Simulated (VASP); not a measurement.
# MgSi64 (a cell with a defect) in VASP: relaxation of the atoms with PBEsol

Aim: the relaxation of the atoms of MgSi64 (a cell with a defect) with PBEsol.

All numbers are computed with VASP 6.6.1; they aren't measurements. Logs are shortened: lines on timing, memory, paths and dates and some standing lists are left out, and cuts for length are marked.

## 1. The cell of the first run

The cell holds a defect, 65 atoms: a = 10.866 Å, b = 10.866 Å, c = 10.866 Å, α = 90.00°, β = 90.00°, γ = 90.00°.

## 2. Relaxation of the atoms, PBEsol, collinear spin

Input file INCAR:

```
SYSTEM = MgSi64
  PREC = Accurate
  ENCUT = 450
  EDIFF = 1E-7
  ISMEAR = -1
  SIGMA = 0.05
  LREAL = Auto
  LASPH = .True.
  NELM = 200
  ALGO = Normal
  ISIF = 2
  LWAVE = .False.
  LCHARG = .False.
  ISPIN = 2
  MAGMOM = 0 0 0 0 0 0 0 0.091 0 0 0 0 0 0 0 0 0 0.091 0 0 0 0 0 0 0.091 0.091 0 0 0 0 0 0 0 0 0.091 0 0 0 0 0 0.091 0 0.091 0 0 0 0 0 0 0 0 0 0.091 0 0 0 0.091 0 0 0 0.091 0 0 0 0.091
  LORBIT = 11
  GGA = PS
  IBRION = 2
  NSW = 100
  EDIFFG = -0.03
  NELECT = 257.0
  ISYM = -1
  GGA_COMPAT = .False.
  NELMIN = 4
  KPAR = 1
```

Input file KPOINTS:

```
explicit points
1
Reciprocal
  0.25000000   0.25000000   0.25000000 1
```

Input file POSCAR:

```
MgSi64
1.0
   10.8655790000      0.0000000000      0.0000000000
    0.0000000000     10.8655790000      0.0000000000
    0.0000000000      0.0000000000     10.8655790000
Si Mg
64 1
Direct
    0.9977300000      0.9990490000      0.9951370000
    0.9987560000      0.9993870000      0.4995560000
    0.0010710000      0.5008550000      0.0019970000
    0.9990150000      0.5000460000      0.5010690000
    0.4982550000      0.9977270000      0.0011280000
    0.5024180000      0.9983250000      0.4996080000
    0.4999470000      0.5006130000      0.9980500000
    0.5008140000      0.4992520000      0.4992260000
    0.1227270000      0.1236830000      0.1234070000
    0.1232190000      0.1249850000      0.6226740000
    0.1237520000      0.6265810000      0.1255070000
    0.1208170000      0.6252140000      0.6247160000
    0.6251780000      0.1256950000      0.1220590000
    0.6250450000      0.1228870000      0.6246270000
    0.6241450000      0.6244170000      0.1265650000
    0.6243060000      0.6234720000      0.6249080000
    0.2499820000      0.2492690000      0.0017640000
    0.2517580000      0.2468520000      0.4991970000
    0.2485950000      0.7447260000      0.9990620000
    0.2493870000      0.7493400000      0.4997750000
    0.7515240000      0.2486810000      0.9993730000
    0.7472320000      0.2502530000      0.5001920000
    0.7534340000      0.7483920000      0.9973070000
    0.7499580000      0.7521580000      0.5038550000
    0.3752730000      0.3763590000      0.1263570000
    0.3765580000      0.3781420000      0.6247830000
    0.3745590000      0.8784100000      0.1242420000
    0.3729990000      0.8727290000      0.6252870000
    0.8720720000      0.3751790000      0.1253510000
    0.8750490000      0.3778030000      0.6259970000
    0.8754540000      0.8731180000      0.1277450000
    0.8753340000      0.8738200000      0.6281810000
    0.2521170000      0.9977710000      0.2527060000
    0.2496030000      0.0033410000      0.7521530000
    0.2483190000      0.4980740000      0.2516180000
    0.2515190000      0.5004400000      0.7525490000
    0.7491760000      0.0015200000      0.2490830000
    0.7464240000      0.0017420000      0.7506540000
    0.7483010000      0.5000140000      0.2480320000
    0.7502730000      0.5018640000      0.7454860000
    0.3727060000      0.1248090000      0.3742260000
    0.3784830000      0.1247400000      0.8758040000
    0.3755880000      0.6243080000      0.3764700000
    0.3758980000      0.6248720000      0.8781350000
    0.8743060000      0.1255500000      0.3734270000
    0.8749000000      0.1234400000      0.8757560000
    0.8734430000      0.6268280000      0.3731600000
    0.8716070000      0.6268490000      0.8725030000
    0.9975750000      0.2495620000      0.2485110000
    0.9994130000      0.2507730000      0.7540270000
    0.9998490000      0.7502190000      0.2492440000
    0.9993900000      0.7490520000      0.7482920000
    0.5017850000      0.2485600000      0.2532810000
    0.4988170000      0.2523490000      0.7491440000
    0.4978810000      0.7522790000      0.2467630000
    0.5014220000      0.7470060000      0.7493350000
    0.1274360000      0.3735440000      0.3721980000
    0.1283490000      0.3761800000      0.8714560000
    0.1285910000      0.8728710000      0.3735750000
    0.1254210000      0.8760500000      0.8769870000
    0.6220910000      0.3749230000      0.3725200000
    0.6260400000      0.3747780000      0.8761350000
    0.6265050000      0.8789510000      0.3757830000
    0.6288360000      0.8748440000      0.8793780000
    0.3737620000      0.3785440000      0.3743880000
```

Potentials or basis: VASP PAW PBE potentials, release 64 (Si, Mg).

On the command line:

```
cat potpaw_PBE.64/Si/POTCAR potpaw_PBE.64/Mg/POTCAR > POTCAR
mpirun -np 8 vasp_std > vasp.out
```

OUTCAR:

```text
SYSTEM = MgSi64
   PREC = Accurate
   ENCUT = 450
   EDIFF = 1E-7
   ISMEAR = -1
   LREAL = Auto
   LASPH = .True.
   NELM = 200
   ISIF = 2
   ISPIN = 2
   LORBIT = 11
   GGA = PS
   IBRION = 2
   NSW = 100
   EDIFFG = -0.03
   NELECT = 257.0
   ISYM = -1
   NELMIN = 4

 ion  position               nearest neighbor table
   1  0.998  0.999  0.995-  46 2.30  60 2.31   9 2.37  31 2.39
   2  0.999  0.999  0.500-  10 2.34  45 2.36  32 2.37  59 2.40
   3  0.001  0.501  0.002-  11 2.33  29 2.37  58 2.40  48 2.42
   4  0.999  0.500  0.501-  12 2.33  30 2.33  47 2.39  57 2.41
   5  0.498  0.998  0.001-  27 2.30  42 2.34  64 2.35  13 2.36
   6  0.502  0.998  0.500-  63 2.30  14 2.34  28 2.39  41 2.39
   7  0.500  0.501  0.998-  44 2.31  62 2.35  15 2.36  25 2.37
   8  0.501  0.499  0.499-  26 2.33  61 2.34  65 2.34  43 2.34  16 2.34
   9  0.123  0.124  0.123-  17 2.35  49 2.36   1 2.37  33 2.41
  10  0.123  0.125  0.623-   2 2.34  18 2.35  34 2.37  50 2.39
  11  0.124  0.627  0.126-  19 2.32  51 2.33   3 2.33  35 2.38
  12  0.121  0.625  0.625-  52 2.31   4 2.33  20 2.37  36 2.41
  13  0.625  0.126  0.122-  21 2.33  37 2.35   5 2.36  53 2.37
  14  0.625  0.123  0.625-  38 2.31   6 2.34  22 2.35  54 2.39
  15  0.624  0.624  0.127-  39 2.32  55 2.35   7 2.36  23 2.40
  16  0.624  0.623  0.625-  40 2.31  56 2.33   8 2.34  24 2.36
  17  0.250  0.249  0.002-   9 2.35  25 2.36  58 2.38  42 2.38
[... 32 lines left out ...]
  50  0.999  0.251  0.754-  58 2.33  46 2.34  30 2.38  10 2.39
  51  1.000  0.750  0.249-  31 2.31  11 2.33  47 2.34  59 2.36
  52  0.999  0.749  0.748-  12 2.31  32 2.31  48 2.35  60 2.39
  53  0.502  0.249  0.253-  61 2.30  41 2.35  13 2.37  65 2.38  25 2.39
  54  0.499  0.252  0.749-  26 2.34  42 2.35  62 2.36  14 2.39
  55  0.498  0.752  0.247-  27 2.33  15 2.35  43 2.38  63 2.41
  56  0.501  0.747  0.749-  16 2.33  44 2.36  28 2.37  64 2.42
  57  0.127  0.374  0.372-  35 2.30  49 2.37  18 2.37   4 2.41  65 2.68
  58  0.128  0.376  0.871-  36 2.30  50 2.33  17 2.38   3 2.40
  59  0.129  0.873  0.374-  33 2.32  20 2.32  51 2.36   2 2.40
  60  0.125  0.876  0.877-   1 2.31  34 2.36  19 2.36  52 2.39
  61  0.622  0.375  0.373-  53 2.30   8 2.34  39 2.36  22 2.37  65 2.70
  62  0.626  0.375  0.876-   7 2.35  21 2.35  54 2.36  40 2.40
  63  0.627  0.879  0.376-   6 2.30  37 2.33  24 2.37  55 2.41
  64  0.629  0.875  0.879-  23 2.32  38 2.34   5 2.35  56 2.42
  65  0.374  0.379  0.374-  35 2.31   8 2.34  18 2.38  53 2.38  43 2.67  57 2.68  25 2.70  61 2.70
                            26 2.72  41 2.76

IMPORTANT INFORMATION: All symmetrisations will be switched off!
NOSYMM: (Re-)initialisation of all symmetry stuff for point group C_1.

----------------------------------------------------------------------------------------

                                     Primitive cell

  volume of cell :    1282.7990

  direct lattice vectors                    reciprocal lattice vectors
    10.865579000  0.000000000  0.000000000     0.092033752  0.000000000  0.000000000
[... 226 lines left out ...]
  -------------------------------------------------------------------------------------
  Total        1.6629981      0.6771406      1.2208904    -10.6841122    -10.9352948    -11.6474268
  in kB        2.0770345      0.8457282      1.5248553    -13.3441342    -13.6578537    -14.5472852
  external PRESSURE =       1.4825393 kB  Pullay stress =       0.0000000 kB
[... 278 lines left out ...]
  FREE ENERGIE OF THE ION-ELECTRON SYSTEM (eV)
  ---------------------------------------------------
  free  energy   TOTEN  =      -373.7233894471 eV

  energy  without entropy=     -373.6064836877  energy(sigma->0) =     -373.66493657

[... ionic steps 4 to 9 ...]

--------------------------------------- Ionic step       10  -------------------------------------------

 number of electron     257.0000014 magnetization       0.0000001

 number of electron     257.0000014 magnetization      -0.0000001
[... 199 lines left out ...]
 number of electron     257.0000015 magnetization       0.0000001

 number of electron     257.0000015 magnetization      -0.0000001

 Free energy of the ion-electron system (eV)
  ---------------------------------------------------
  ext. energy  EPLUGINS =         0.00000000
  ---------------------------------------------------
  free energy    TOTEN  =      -374.05733089 eV

  energy without entropy =     -373.94495042  energy(sigma->0) =     -374.00114065

 E-fermi :   6.4418     XC(G=0):  -9.5901

 val. band max:        5.5411085229   @ k =   0.2500   0.2500   0.2500
 cond. band min:       6.4668021046   @ k =   0.2500   0.2500   0.2500
 fundamental gap:      0.9256935817
 Fermi energy:         6.4418017762

 spin component 1

 k-point     1 :       0.2500    0.2500    0.2500
  band No.  band energies     occupation
      1      -5.9720      1.00000
      2      -5.4839      1.00000
      3      -5.3893      1.00000
      4      -5.3890      1.00000
      5      -4.9455      1.00000
      6      -4.8774      1.00000
[... 132 lines left out ...]
    139       7.5301      0.00000
    140       7.6564      0.00000
 Fermi energy:         6.4418017762

 spin component 2

 k-point     1 :       0.2500    0.2500    0.2500
  band No.  band energies     occupation
      1      -5.9720      1.00000
      2      -5.4839      1.00000
      3      -5.3893      1.00000
      4      -5.3890      1.00000
      5      -4.9455      1.00000
      6      -4.8774      1.00000
[... 132 lines left out ...]
    139       7.5301      0.00000
    140       7.6564      0.00000
 [bands above 140 left out]

------------------------ aborting loop because EDIFF is reached ----------------------------------------

  FORCE on cell =-STRESS in cart. coord.  units (eV):
  Direction    XX          YY          ZZ          XY          YZ          ZX
  --------------------------------------------------------------------------------------
  -------------------------------------------------------------------------------------
  Total       -2.2470416     -2.2897898     -2.2060963    -11.5768342    -11.5915819    -11.6172358
  in kB       -2.8064873     -2.8598784     -2.7553478    -14.4591171    -14.4775366    -14.5095775
  external PRESSURE =      -2.8072378 kB  Pullay stress =       0.0000000 kB
[... 80 lines left out ...]
  FREE ENERGIE OF THE ION-ELECTRON SYSTEM (eV)
  ---------------------------------------------------
  free  energy   TOTEN  =      -374.0573308864 eV

  energy  without entropy=     -373.9449504194  energy(sigma->0) =     -374.00114065

 reached required accuracy - stopping structural energy minimisation

 total charge

# of ion       s       p       d       tot
------------------------------------------
    1        0.753   0.936   0.000   1.688
    2        0.753   0.937   0.000   1.691
    3        0.753   0.937   0.000   1.690
    4        0.753   0.935   0.000   1.688
    5        0.753   0.938   0.000   1.691
    6        0.753   0.936   0.000   1.689
[... 57 lines left out ...]
   64        0.751   0.938   0.000   1.689
   65        0.198   0.189   0.060   0.446
--------------------------------------------------
tot         48.365  59.994   0.060 108.419

 magnetization (x)

# of ion       s       p       d       tot
------------------------------------------
    1        0.000   0.000   0.000   0.000
    2        0.000   0.000   0.000   0.000
    3        0.000   0.000   0.000   0.000
    4       -0.000  -0.000   0.000  -0.000
    5        0.000   0.000   0.000   0.000
    6        0.000   0.000   0.000   0.000
[... 57 lines left out ...]
   64       -0.000  -0.000   0.000  -0.000
   65        0.000   0.000  -0.000   0.000
--------------------------------------------------
tot          0.000   0.000  -0.000   0.000
```

It took 12 min on 8 MPI ranks of Intel Xeon Platinum 8488C (Sapphire Rapids), shared host; peak memory 0.37 GiB.

Results:

- Free energy: -374.0573 eV
- Energy gained by relaxing: 22.1 meV/atom
- Ionic steps: 12
- Largest force after relaxing: 0.027 eV/Å
- Net moment: 0.00 μB per cell
- Valence electrons inside the program's atomic spheres: Si 1.69, 1.68, 1.67 (each value once); Mg 0.45

Forces in eV/Å, atoms in the order of the input:
```
Si   0.008  0.006  0.016
Si   0.006  0.014 -0.010
Si   0.006 -0.001  0.011
Si   0.000  0.005  0.003
Si  -0.003  0.001  0.006
Si  -0.001  0.016 -0.008
Si  -0.010  0.003  0.005
Si  -0.007  0.004  0.012
Si   0.007 -0.005 -0.001
Si   0.016  0.000 -0.009
Si   0.007 -0.002  0.004
Si   0.010 -0.005 -0.007
Si  -0.002  0.011  0.023
Si  -0.001  0.011  0.000
Si  -0.001 -0.008 -0.003
Si   0.008 -0.003  0.012
Si  -0.011  0.011 -0.013
Si   0.003  0.011 -0.004
Si   0.000  0.001  0.003
Si   0.004  0.006 -0.008
Si  -0.013  0.008  0.008
Si   0.005 -0.001 -0.002
Si  -0.018 -0.001  0.005
Si  -0.001 -0.001 -0.019
Si   0.005 -0.008 -0.008
Si   0.000 -0.013  0.007
Si   0.012 -0.008  0.008
Si  -0.002  0.003 -0.003
Si   0.000 -0.003 -0.002
Si  -0.001  0.009 -0.006
Si  -0.002  0.002 -0.011
Si   0.004 -0.005 -0.007
Si   0.007 -0.001 -0.011
Si   0.007 -0.014 -0.012
Si   0.015 -0.009  0.006
Si  -0.002 -0.009 -0.001
Si  -0.008 -0.002  0.016
Si  -0.002 -0.005 -0.011
Si   0.008 -0.002  0.005
Si   0.003 -0.020  0.018
Si   0.003  0.003 -0.003
Si  -0.015 -0.006 -0.009
Si   0.004  0.004  0.004
Si   0.006  0.007 -0.010
Si  -0.003 -0.004  0.006
Si  -0.010 -0.001  0.006
Si   0.006 -0.008  0.003
Si   0.000  0.003  0.006
Si  -0.002 -0.007  0.003
Si   0.000  0.006 -0.014
Si   0.005 -0.020 -0.008
Si  -0.001 -0.006  0.006
Si  -0.005  0.013 -0.005
Si   0.008 -0.009 -0.005
Si   0.001 -0.008  0.004
Si  -0.018  0.002 -0.007
Si  -0.003  0.013  0.013
Si  -0.014  0.000  0.007
Si  -0.007  0.006 -0.001
Si  -0.005  0.006 -0.003
Si   0.001  0.001  0.002
Si  -0.007 -0.001 -0.001
Si  -0.001 -0.009 -0.006
Si  -0.010  0.009 -0.002
Mg   0.011  0.010  0.001
```

Step by step:
```tsv
step	energy change (eV)	largest force (eV/Å)	pressure (GPa)
1	0.0000	2.9225	0.15
2	-1.1014	1.3787	-0.18
3	-1.1036	1.2915	-0.17
4	-1.3200	0.4243	-0.22
5	-1.3503	0.6591	-0.23
6	-1.4194	0.1587	-0.27
7	-1.4217	0.1390	-0.27
8	-1.4316	0.0654	-0.28
9	-1.4321	0.0683	-0.28
10	-1.4354	0.0374	-0.28
11	-1.4359	0.0603	-0.28
12	-1.4376	0.0273	-0.28
```

Levels at points of the mesh, in eV from the Fermi level:
Spin up:
| k point | band 124 | band 125 | band 126 | band 127 | band 128 | band 129 | band 130 | band 131 | band 132 | band 133 |
| --- | --- | --- | --- | --- | --- | --- | --- | --- | --- | --- |
| (0.25, 0.25, 0.25) | -1.40 | -1.40 | -1.35 | -0.90 | -0.90 | 0.02 | 0.14 | 0.14 | 0.54 | 0.62 |
Spin down:
| k point | band 124 | band 125 | band 126 | band 127 | band 128 | band 129 | band 130 | band 131 | band 132 | band 133 |
| --- | --- | --- | --- | --- | --- | --- | --- | --- | --- | --- |
| (0.25, 0.25, 0.25) | -1.40 | -1.40 | -1.35 | -0.90 | -0.90 | 0.02 | 0.14 | 0.14 | 0.54 | 0.62 |

Caveat: the cell carries a net charge on a neutralising background, which shifts energy and pressure; the cell is charged against a uniform background, so pressure and absolute levels hang on convention; the PAW data sets were made with another functional, which shifts forces and pressure a little.
